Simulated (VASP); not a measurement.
# GaN (P6_3mc) in VASP: further runs, part 2 of 2

VASP 6.6.1. The steps go on from the part before.

## (3) Single point, PBE

This run uses another cell than the first one, of 11.76 Å³/atom, 1.032 times its volume.

INCAR reads:

```
SYSTEM = GaN
PREC     = Accurate       ! precision mode
ENCUT    = 520            ! plane-wave cutoff, eV
EDIFF    = 1E-7           ! SCF threshold, eV
ISMEAR   = 0              ! smearing method
SIGMA    = 0.02           ! smearing width, eV
LREAL    = .FALSE.        ! projectors in reciprocal space
LASPH    = .TRUE.         ! aspherical terms in the spheres
NELM     = 60             ! most SCF steps
ALGO     = Normal         ! electronic algorithm
ISIF     = 2              ! what is computed and relaxed
LWAVE    = .FALSE.        ! write WAVECAR
LCHARG   = .FALSE.        ! write CHGCAR
GGA      = PE             ! functional
NBANDS   = 26             ! bands
```

KPOINTS reads:

```
regular mesh
0
G
  12 12 6
  0 0 0
```

POSCAR reads:

```
GaN
1.0
    3.2183708177      0.0000000000      0.0000000000
   -1.6091854089      2.7871908869      0.0000000000
    0.0000000000      0.0000000000      5.2431684201
Ga N
2 2
Direct
    0.6666666667      0.3333333333      0.4991348646
    0.3333333333      0.6666666667      0.9991348646
    0.6666666667      0.3333333333      0.8758651354
    0.3333333333      0.6666666667      0.3758651354
```

Potentials or basis: VASP PAW PBE potentials, release 64 (Ga_d, N).

Command:

```console
$ cat potpaw_PBE.64/Ga_d/POTCAR potpaw_PBE.64/N/POTCAR > POTCAR
$ mpirun -np 1 vasp_std > vasp.out
```

OUTCAR:

```text
SYSTEM = GaN
   PREC = Accurate
   ENCUT = 520
   EDIFF = 1E-7
   ISMEAR = 0
   LREAL = .FALSE.
   LASPH = .TRUE.
   NELM = 60
   ISIF = 2
   GGA = PE

 ion  position               nearest neighbor table
   1  0.667  0.333  0.499-   4 1.97   4 1.97   4 1.97   3 1.98
   2  0.333  0.667  0.999-   3 1.97   3 1.97   3 1.97   4 1.98
   3  0.667  0.333  0.876-   2 1.97   2 1.97   2 1.97   1 1.98
   4  0.333  0.667  0.376-   1 1.97   1 1.97   1 1.97   2 1.98

  LATTYP: Found a hexagonal cell.
 ALAT       =     3.2183708177
 C/A-ratio  =     1.6291374478

  Lattice vectors:

 A1 = (   3.2183708177,   0.0000000000,   0.0000000000)
 A2 = (  -1.6091854089,   2.7871908869,   0.0000000000)
 A3 = (   0.0000000000,   0.0000000000,   5.2431684201)

Analysis of symmetry for initial positions (statically):
=====================================================================
 Subroutine PRICEL returns:
 Original cell was already a primitive cell.

 Routine SETGRP: Setting up the symmetry group for a
 hexagonal supercell.

[... 167 lines left out ...]
  ext. energy  EPLUGINS =         0.00000000
  ---------------------------------------------------
  free energy    TOTEN  =       -24.32786862 eV

  energy without entropy =      -24.32786862  energy(sigma->0) =      -24.32786862

 E-fermi :   5.1652     XC(G=0): -11.5151

 val. band max:        5.0088424731   @ k =   0.0000   0.0000   0.0000
 cond. band min:       6.7246218002   @ k =   0.0000   0.0000   0.0000
 fundamental gap:      1.7157793272
 Fermi energy:         5.1652252917

 k-point     1 :       0.0000    0.0000    0.0000
  band No.  band energies     occupation
      1     -10.7265      2.00000
      2      -9.9033      2.00000
      3      -8.4117      2.00000
      4      -8.3973      2.00000
      5      -8.3973      2.00000
      6      -8.3416      2.00000
[... 685 lines left out ...]
     25      16.1692      0.00000
     26      17.8813      0.00000

 [... further k-points ...]
[... 5 lines left out ...]
  --------------------------------------------------------------------------------------
  -------------------------------------------------------------------------------------
  Total        0.0303590      0.0303590      0.0399742     -0.0000000      0.0000000     -0.0000000
  in kB        1.0341926      1.0341926      1.3617386     -0.0000000      0.0000000     -0.0000000
  external PRESSURE =       1.1433746 kB  Pullay stress =       0.0000000 kB

 VOLUME and BASIS-vectors are now :
 -----------------------------------------------------------------------------
  energy-cutoff  :      520.00
  volume of cell :       47.03
      direct lattice vectors                 reciprocal lattice vectors
     3.218370818  0.000000000  0.000000000     0.310716215  0.179392091  0.000000000
    -1.609185409  2.787190887  0.000000000     0.000000000  0.358784181  0.000000000
     0.000000000  0.000000000  5.243168420     0.000000000  0.000000000  0.190724371

 POSITION                                       TOTAL-FORCE (eV/Angst)
 -----------------------------------------------------------------------------------
      1.60919      0.92906      2.61705        -0.000000      0.000000     -0.000119
     -0.00000      1.85813      5.23863         0.000000     -0.000000     -0.000119
      1.60919      0.92906      4.59231        -0.000000     -0.000000      0.000119
     -0.00000      1.85813      1.97072         0.000000     -0.000000      0.000119
 -----------------------------------------------------------------------------------
    total drift:                               -0.000001     -0.000001     -0.001233

  FREE ENERGIE OF THE ION-ELECTRON SYSTEM (eV)
  ---------------------------------------------------
  free  energy   TOTEN  =       -24.3278686219 eV

  energy  without entropy=      -24.3278686219  energy(sigma->0) =      -24.32786862
```

OSZICAR:

```text
N       E                     dE             d eps       ncg     rms          rms(c)
DAV:   1     0.284205419023E+03    0.28421E+03   -0.17699E+04  4242   0.257E+03
DAV:   2     0.902661350880E+01   -0.27518E+03   -0.25966E+03  4360   0.496E+02
DAV:   3    -0.269783779656E+02   -0.36005E+02   -0.35373E+02  4716   0.143E+02
DAV:   4    -0.282258479351E+02   -0.12475E+01   -0.12420E+01  4598   0.286E+01
DAV:   5    -0.282538724508E+02   -0.28025E-01   -0.27988E-01  4964   0.412E+00    0.108E+01
DAV:   6    -0.242547464762E+02    0.39991E+01   -0.10093E+01  6500   0.479E+01    0.308E+00
DAV:   7    -0.243461251385E+02   -0.91379E-01   -0.13507E+00  4222   0.900E+00    0.268E+00
DAV:   8    -0.243412793411E+02    0.48458E-02   -0.15376E-01  6488   0.477E+00    0.830E-01
DAV:   9    -0.243273849040E+02    0.13894E-01   -0.43211E-02  6300   0.344E+00    0.377E-01
DAV:  10    -0.243278672322E+02   -0.48233E-03   -0.54760E-03  4158   0.439E-01    0.861E-02
DAV:  11    -0.243278712706E+02   -0.40384E-05   -0.19121E-04  7098   0.239E-01    0.479E-02
DAV:  12    -0.243278671484E+02    0.41222E-05   -0.41208E-05  4712   0.541E-02    0.123E-02
DAV:  13    -0.243278684042E+02   -0.12558E-05   -0.13309E-05  6228   0.464E-02    0.192E-02
DAV:  14    -0.243278685987E+02   -0.19446E-06   -0.24413E-06  4150   0.119E-02    0.510E-03
DAV:  15    -0.243278686219E+02   -0.23235E-07   -0.28758E-07  4446   0.345E-03
   1 F= -.24327869E+02 E0= -.24327869E+02  d E =-.732174E-31
```

Run time: 65 s. Hardware: 1 thread of Intel Xeon Platinum 8124M at 3.00GHz (Skylake/Cascade Lake), shared host; peak memory 0.21 GiB.

Results:

```
Free energy            : -24.3279 eV
Pressure               : 0.1 GPa
Band gap on the k mesh : 1.72 eV, direct
```

Levels at points of the mesh, in eV from the valence-band top:
```csv
k point,band 14,band 15,band 16,band 17,band 18,band 19,band 20,band 21,band 22,band 23
"(0.00, 0.00, 0.00)",-1.00,-1.00,-0.04,0.00,0.00,1.72,4.07,9.02,9.73,9.73
"(0.50, 0.00, 0.00)",-5.19,-4.07,-2.64,-2.11,-0.96,4.98,5.37,5.98,8.35,10.17
"(0.00, 0.00, 0.50)",-3.79,-0.51,-0.51,-0.51,-0.51,4.06,4.06,8.31,8.31,10.24
"(0.50, 0.00, 0.50)",-6.44,-1.87,-1.87,-1.83,-1.83,4.31,4.31,7.58,7.58,9.80
```

## (4) Single point, PBE

This run uses another cell than the first one, of 11.76 Å³/atom, 1.032 times its volume.

INCAR reads:

```
PREC = Accurate ; ENCUT = 520
EDIFF = 1E-6 ; ISMEAR = 0
SIGMA = 0.02 ; LREAL = False
LASPH = True ; NELM = 80
ALGO = Normal ; ISIF = 2
LWAVE = False ; LCHARG = False
GGA = PE ; NBANDS = 26
```

KPOINTS reads:

```
regular mesh
0
Gamma
  12 12 6
```

POSCAR is that of step 3.

Potentials or basis: VASP PAW PBE potentials, release 64 (Ga_d, N).

Command:

```console
$ cat potpaw_PBE.64/Ga_d/POTCAR potpaw_PBE.64/N/POTCAR > POTCAR
$ mpirun -np 1 vasp_std > vasp.out
```

OUTCAR:

```text
PREC = Accurate
   ENCUT = 520
   EDIFF = 1E-6
   ISMEAR = 0
   LREAL = False
   LASPH = True
   NELM = 80
   ISIF = 2
   GGA = PE

 ion  position               nearest neighbor table
   1  0.667  0.333  0.499-   4 1.97   4 1.97   4 1.97   3 1.98
   2  0.333  0.667  0.999-   3 1.97   3 1.97   3 1.97   4 1.98
   3  0.667  0.333  0.876-   2 1.97   2 1.97   2 1.97   1 1.98
   4  0.333  0.667  0.376-   1 1.97   1 1.97   1 1.97   2 1.98

  LATTYP: Found a hexagonal cell.
 ALAT       =     3.2183708177
[... 889 lines left out ...]
     25      16.1692      0.00000
     26      17.8813      0.00000

 [... further k-points ...]
[... 5 lines left out ...]
  --------------------------------------------------------------------------------------
  -------------------------------------------------------------------------------------
  Total        0.0361497      0.0361497      0.0455543     -0.0000000      0.0000000     -0.0000000
  in kB        1.2314560      1.2314560      1.5518273     -0.0000000      0.0000000     -0.0000000
  external PRESSURE =       1.3382464 kB  Pullay stress =       0.0000000 kB

 VOLUME and BASIS-vectors are now :
 -----------------------------------------------------------------------------
  energy-cutoff  :      520.00
  volume of cell :       47.03
      direct lattice vectors                 reciprocal lattice vectors
     3.218370818  0.000000000  0.000000000     0.310716215  0.179392091  0.000000000
    -1.609185409  2.787190887  0.000000000     0.000000000  0.358784181  0.000000000
     0.000000000  0.000000000  5.243168420     0.000000000  0.000000000  0.190724371

 POSITION                                       TOTAL-FORCE (eV/Angst)
 -----------------------------------------------------------------------------------
      1.60919      0.92906      2.61705         0.000000     -0.000000     -0.000120
     -0.00000      1.85813      5.23863        -0.000000      0.000000     -0.000120
      1.60919      0.92906      4.59231        -0.000000     -0.000000      0.000120
     -0.00000      1.85813      1.97072         0.000000      0.000000      0.000120
 -----------------------------------------------------------------------------------
    total drift:                               -0.000001     -0.000001     -0.001211

  FREE ENERGIE OF THE ION-ELECTRON SYSTEM (eV)
  ---------------------------------------------------
  free  energy   TOTEN  =       -24.3278685904 eV

  energy  without entropy=      -24.3278685904  energy(sigma->0) =      -24.32786859
```

OSZICAR:

```text
N       E                     dE             d eps       ncg     rms          rms(c)
DAV:   1     0.284205419023E+03    0.28421E+03   -0.17699E+04  4242   0.257E+03
DAV:   2     0.902661350880E+01   -0.27518E+03   -0.25966E+03  4360   0.496E+02
DAV:   3    -0.269783779656E+02   -0.36005E+02   -0.35373E+02  4716   0.143E+02
DAV:   4    -0.282258479351E+02   -0.12475E+01   -0.12420E+01  4598   0.286E+01
DAV:   5    -0.282538724508E+02   -0.28025E-01   -0.27988E-01  4964   0.412E+00    0.108E+01
DAV:   6    -0.242547464762E+02    0.39991E+01   -0.10093E+01  6500   0.479E+01    0.308E+00
DAV:   7    -0.243461251385E+02   -0.91379E-01   -0.13507E+00  4222   0.900E+00    0.268E+00
DAV:   8    -0.243412793411E+02    0.48458E-02   -0.15376E-01  6488   0.477E+00    0.830E-01
DAV:   9    -0.243273849040E+02    0.13894E-01   -0.43211E-02  6300   0.344E+00    0.377E-01
DAV:  10    -0.243278672322E+02   -0.48233E-03   -0.54760E-03  4158   0.439E-01    0.861E-02
DAV:  11    -0.243278712706E+02   -0.40384E-05   -0.19121E-04  7098   0.239E-01    0.479E-02
DAV:  12    -0.243278671484E+02    0.41222E-05   -0.41208E-05  4712   0.541E-02    0.123E-02
DAV:  13    -0.243278683124E+02   -0.11640E-05   -0.12391E-05  4844   0.464E-02    0.190E-02
DAV:  14    -0.243278685904E+02   -0.27800E-06   -0.31043E-06  3968   0.135E-02
   1 F= -.24327869E+02 E0= -.24327869E+02  d E =-.618644E-31
```

stdout:

```text
POSCAR found type information on POSCAR GaN
 POSCAR found :  2 types and       4 ions
 scaLAPACK will be used
 LDA part: xc-table for (Slater+PW92), standard interpolation
 POSCAR, INCAR and KPOINTS ok, starting setup
 FFT: planning ... GRIDC
 FFT: planning ... GRID_SOFT
 FFT: planning ... GRID
 WAVECAR not read
 entering main loop
```

Wall time 60 s (1 thread of Intel Xeon Platinum 8124M at 3.00GHz (Skylake/Cascade Lake), shared host); peak memory 0.21 GiB.

What came out:

| Item | Value |
| --- | --- |
| Free energy | -24.3279 eV |
| Pressure | 0.1 GPa |
| Band gap on the k mesh | 1.72 eV, direct |

As with any semilocal functional, this PBE gap is likely too small.

## (5) Single point, PBE (biaxial strain in the a-b plane: +2.0 %)

INCAR reads:

```
SYSTEM = GaN
ALGO = Normal
EDIFF = 1E-6
ENCUT = 520
GGA = PE
ISIF = 2
ISMEAR = 0
LASPH = .TRUE.
LCHARG = .FALSE.
LREAL = .FALSE.
LWAVE = .FALSE.
NBANDS = 26
NELM = 60
PREC = Accurate
SIGMA = 0.02
```

KPOINTS reads:

```
k-points
0
G
  12 12 6
  0 0 0
```

POSCAR reads:

```
GaN
1.0
    3.2827382341      0.0000000000      0.0000000000
   -1.6413691170      2.8429347047      0.0000000000
    0.0000000000      0.0000000000      5.1802503991
Ga N
2 2
Direct
    0.6666666667      0.3333333333      0.4991348646
    0.3333333333      0.6666666667      0.9991348646
    0.6666666667      0.3333333333      0.8758651354
    0.3333333333      0.6666666667      0.3758651354
```

Potentials or basis: VASP PAW PBE potentials, release 64 (Ga_d, N).

Command:

```console
$ cat potpaw_PBE.64/Ga_d/POTCAR potpaw_PBE.64/N/POTCAR > POTCAR
$ mpirun -np 1 vasp_std > vasp.out
```

OUTCAR:

```text
SYSTEM = GaN
   EDIFF = 1E-6
   ENCUT = 520
   GGA = PE
   ISIF = 2
   ISMEAR = 0
   LASPH = .TRUE.
   LREAL = .FALSE.
   NELM = 60
   PREC = Accurate

 ion  position               nearest neighbor table
   1  0.667  0.333  0.499-   3 1.95   4 2.00   4 2.00   4 2.00
   2  0.333  0.667  0.999-   4 1.95   3 2.00   3 2.00   3 2.00
   3  0.667  0.333  0.876-   1 1.95   2 2.00   2 2.00   2 2.00
   4  0.333  0.667  0.376-   2 1.95   1 2.00   1 2.00   1 2.00

  LATTYP: Found a hexagonal cell.
 ALAT       =     3.2827382341
 C/A-ratio  =     1.5780272534

  Lattice vectors:

 A1 = (   3.2827382341,   0.0000000000,   0.0000000000)
 A2 = (  -1.6413691170,   2.8429347047,   0.0000000000)
 A3 = (   0.0000000000,   0.0000000000,   5.1802503991)

Analysis of symmetry for initial positions (statically):
=====================================================================
 Subroutine PRICEL returns:
 Original cell was already a primitive cell.

 Routine SETGRP: Setting up the symmetry group for a
 hexagonal supercell.
[... 166 lines left out ...]
  ---------------------------------------------------
  ext. energy  EPLUGINS =         0.00000000
  ---------------------------------------------------
  free energy    TOTEN  =       -24.27737750 eV

  energy without entropy =      -24.27737750  energy(sigma->0) =      -24.27737750

 E-fermi :   4.8372     XC(G=0): -11.3675

 val. band max:        4.7410438439   @ k =   0.0000   0.0000   0.0000
 cond. band min:       6.2809567564   @ k =   0.0000   0.0000   0.0000
 fundamental gap:      1.5399129126
 Fermi energy:         4.8372371613

 k-point     1 :       0.0000    0.0000    0.0000
  band No.  band energies     occupation
      1     -10.7944      2.00000
      2     -10.0469      2.00000
      3      -8.6833      2.00000
      4      -8.6670      2.00000
      5      -8.6670      2.00000
      6      -8.6108      2.00000
[... 685 lines left out ...]
     25      15.7423      0.00000
     26      17.2074      0.00000

 [... further k-points ...]
[... 5 lines left out ...]
  --------------------------------------------------------------------------------------
  -------------------------------------------------------------------------------------
  Total       -2.2802543     -2.2802543      0.8748704     -0.0000000      0.0000000      0.0000000
  in kB      -75.5683554    -75.5683554     28.9934848     -0.0000000      0.0000000      0.0000000
  external PRESSURE =     -40.7144087 kB  Pullay stress =       0.0000000 kB

 VOLUME and BASIS-vectors are now :
 -----------------------------------------------------------------------------
  energy-cutoff  :      520.00
  volume of cell :       48.35
      direct lattice vectors                 reciprocal lattice vectors
     3.282738234  0.000000000  0.000000000     0.304623741  0.175874599  0.000000000
    -1.641369117  2.842934705  0.000000000     0.000000000  0.351749197  0.000000000
     0.000000000  0.000000000  5.180250399     0.000000000  0.000000000  0.193040862

 POSITION                                       TOTAL-FORCE (eV/Angst)
 -----------------------------------------------------------------------------------
      1.64137      0.94764      2.58564         0.000000     -0.000000     -0.270347
     -0.00000      1.89529      5.17577         0.000000      0.000000     -0.270347
      1.64137      0.94764      4.53720         0.000000     -0.000000      0.270347
     -0.00000      1.89529      1.94708        -0.000000      0.000000      0.270347
 -----------------------------------------------------------------------------------
    total drift:                               -0.000000     -0.000001     -0.001221

  FREE ENERGIE OF THE ION-ELECTRON SYSTEM (eV)
  ---------------------------------------------------
  free  energy   TOTEN  =       -24.2773774961 eV

  energy  without entropy=      -24.2773774961  energy(sigma->0) =      -24.27737750
```

OSZICAR:

```text
N       E                     dE             d eps       ncg     rms          rms(c)
DAV:   1     0.283856621841E+03    0.28386E+03   -0.17737E+04  4292   0.253E+03
DAV:   2     0.102454922573E+02   -0.27361E+03   -0.25781E+03  4264   0.491E+02
DAV:   3    -0.267984573744E+02   -0.37044E+02   -0.36412E+02  4782   0.144E+02
DAV:   4    -0.281073625661E+02   -0.13089E+01   -0.13024E+01  4584   0.290E+01
DAV:   5    -0.281368318190E+02   -0.29469E-01   -0.29438E-01  4920   0.427E+00    0.107E+01
DAV:   6    -0.242125957350E+02    0.39242E+01   -0.10030E+01  6528   0.471E+01    0.310E+00
DAV:   7    -0.242960456048E+02   -0.83450E-01   -0.12971E+00  4202   0.906E+00    0.265E+00
DAV:   8    -0.242915940910E+02    0.44515E-02   -0.16587E-01  6488   0.462E+00    0.906E-01
DAV:   9    -0.242768737666E+02    0.14720E-01   -0.42650E-02  6082   0.336E+00    0.409E-01
DAV:  10    -0.242773738465E+02   -0.50008E-03   -0.68595E-03  4144   0.480E-01    0.108E-01
DAV:  11    -0.242773837406E+02   -0.98942E-05   -0.19312E-04  6820   0.253E-01    0.607E-02
DAV:  12    -0.242773796260E+02    0.41146E-05   -0.36520E-05  4248   0.459E-02    0.458E-02
DAV:  13    -0.242773760005E+02    0.36255E-05   -0.13095E-05  4608   0.270E-02    0.199E-02
DAV:  14    -0.242773775318E+02   -0.15313E-05   -0.10133E-05  5416   0.406E-02    0.157E-02
DAV:  15    -0.242773774961E+02    0.35747E-07   -0.25021E-06  3862   0.128E-02
   1 F= -.24277377E+02 E0= -.24277377E+02  d E =-.117343E-14
```

It took 65 s on 1 thread of Intel Xeon Platinum 8124M at 3.00GHz (Skylake/Cascade Lake), shared host; peak memory 0.21 GiB.

Results:

* Free energy: -24.2774 eV
* Pressure: -4.1 GPa
* Largest force: 0.270 eV/Å
* Band gap on the k mesh: 1.54 eV, direct

Forces in eV/Å, atoms in the order of the input:
```
Ga   0.000  0.000 -0.270
Ga   0.000  0.000 -0.270
N    0.000  0.000  0.270
N    0.000  0.000  0.270
```

Stress tensor (GPa, compression positive):
```
-7.56  0.00  0.00
 0.00 -7.56  0.00
 0.00  0.00  2.90
```

Levels at points of the mesh, in eV from the valence-band top:
```
           k point  band 15  band 16  band 17  band 18  band 19  band 20  band 21  band 22
(0.00, 0.00, 0.00)    -1.12    -0.04    -0.04     0.00     1.54     3.59     9.08     9.30
(0.50, 0.00, 0.00)    -4.00    -2.68    -2.08    -0.90     4.68     5.19     6.11     8.18
(0.00, 0.00, 0.50)    -0.59    -0.59    -0.59    -0.59     3.77     3.77     8.32     8.32
(0.50, 0.00, 0.50)    -1.87    -1.87    -1.70    -1.70     4.26     4.26     7.46     7.46
```

Caveat: the cell differs from its parent crystal (biaxial strain in the a-b plane: +2.0 %).

## (6) The runs side by side

| cell | gap on the mesh (eV) | pressure (GPa) |
| --- | --- | --- |
| a = 3.154, b = 3.154, c = 5.291 Å, angles 90.0, 90.0, 120.0°, 4 atoms | 1.79 | 5.8 |
| a = 3.218, b = 3.218, c = 5.243 Å, angles 90.0, 90.0, 120.0°, 4 atoms | 1.72 | 0.1 |
| a = 3.283, b = 3.283, c = 5.180 Å, angles 90.0, 90.0, 120.0°, 4 atoms | 1.54 | -4.1 |

Alike in all rows: task single point; level PBE; potentials or basis VASP PAW PBE potentials, release 64 (Ga_d, N); no spin polarisation; k mesh 12 × 12 × 6; cutoff (eV) 520; smearing gaussian 0.02 eV.

Absolute energies hang on the potentials; compare differences alone.
